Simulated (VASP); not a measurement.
The system is TaN.

```
Ta N
1.0
     2.93800    0.00000    0.00000
    -1.46900    2.54438    0.00000
     0.00000    0.00000    2.88300
Ta N
1 1
Direct
  0.33333 0.66667 0.50000
  0.00000 0.00000 0.00000
```

- Program: VASP 6.6.1
- Task: relaxation of cell and atoms
- Functional: PBE
- Potentials or basis: VASP PAW PBE potentials, release 64 (Ta_pv, N)
- Cutoff: 600 eV
- k mesh: 10 × 10 × 9
- Occupations: fermi-dirac, width 0.05 eV
- Spin: no spin polarisation
- Hubbard terms: Ta d U = 4.0 eV

At the start: pressure 18.3 GPa; volume 10.78 Å³/atom.

Task: How do energy, volume and symmetry change on relaxing?

Result: Over 10 steps the energy falls by 31.2 meV/atom and the volume is 11.35 Å³/atom (+5.3 %); space group P-6m2 (No. 187, to 0.05 Å).

Step by step:
| step | energy change (eV) | largest force (eV/Å) | pressure (GPa) | volume (Å³) |
| --- | --- | --- | --- | --- |
| 1 | 0.0000 | 0.0000 | 18.29 | 21.55 |
| 2 | 0.2419 | 0.0000 | -29.62 | 25.62 |
| 3 | -0.0622 | 0.0000 | -0.70 | 22.74 |
| 4 | -0.0623 | 0.0000 | -0.02 | 22.69 |
| 5 | -0.0623 | 0.0000 | 0.30 | 22.67 |
| 6 | -0.0623 | 0.0000 | 0.25 | 22.68 |
| 7 | -0.0624 | 0.0000 | 0.27 | 22.67 |
| 8 | -0.0624 | 0.0000 | 0.27 | 22.67 |
| 9 | -0.0623 | 0.0000 | -0.42 | 22.72 |
| 10 | -0.0624 | 0.0000 | 0.01 | 22.69 |

Final structure:
```yaml
crystal:
  lattice:
    - [2.98768, 0.00000, 0.00000]
    - [-1.49384, 2.58741, 0.00000]
    - [0.00000, 0.00000, 2.93551]
  atoms:
    - { symbol: Ta, position: [0.33333, 0.66667, 0.50000] }
    - { symbol: N, position: [0.00000, 0.00000, 0.00000] }
```

Caveat: U without spin polarisation on a metal has little footing.
